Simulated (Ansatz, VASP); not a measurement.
## One calculation of BaTiO3, two programs

```xyz
5
Lattice="3.7628 0.0000 0.0000 0.0000 2.6607 2.6608 0.0000 -2.6607 2.6608" Properties=species:S:1:pos:R:3 pbc="T T T"
Ba    0.0000    0.0000   -0.0033
Ti    1.8814    0.0000    2.6575
O     0.0000    0.0000    2.6574
O     1.8814   -1.3304    3.9878
O     1.8814    1.3304    3.9878
```

Alike in both runs: task single point; functional PBEsol; k mesh 8 × 8 × 8; occupations gaussian, width 0.05 eV; no spin polarisation.

```csv
,VASP,Ansatz
version,VASP 6.6.1,Ansatz 0.2.0
potentials or method,"VASP PAW PBE potentials, release 64 (Ba_sv, Ti_sv, O), cutoff 520 eV","scalar-relativistic, plane waves, PAW"
valence electrons in the cell,40,40
```

VASP gave:

| Quantity | Value |
| --- | --- |
| gap on the k mesh at the Fermi level (eV) | 1.91 |
| least direct gap on the mesh (eV) | 1.91 |

What did Ansatz give for the same quantities?

gap on the k mesh at the Fermi level (eV): 1.95; least direct gap on the mesh (eV): 1.95.

VASP's potentials were made for PBE, not for PBEsol. The functional is the same, so the differences come from potentials, cutoffs and numerics. Ansatz's warnings: near symmetry operation missed by atoms, near symmetry operations not taken, symmetry narrowed to a group.

Neither program's run includes spin-orbit coupling.
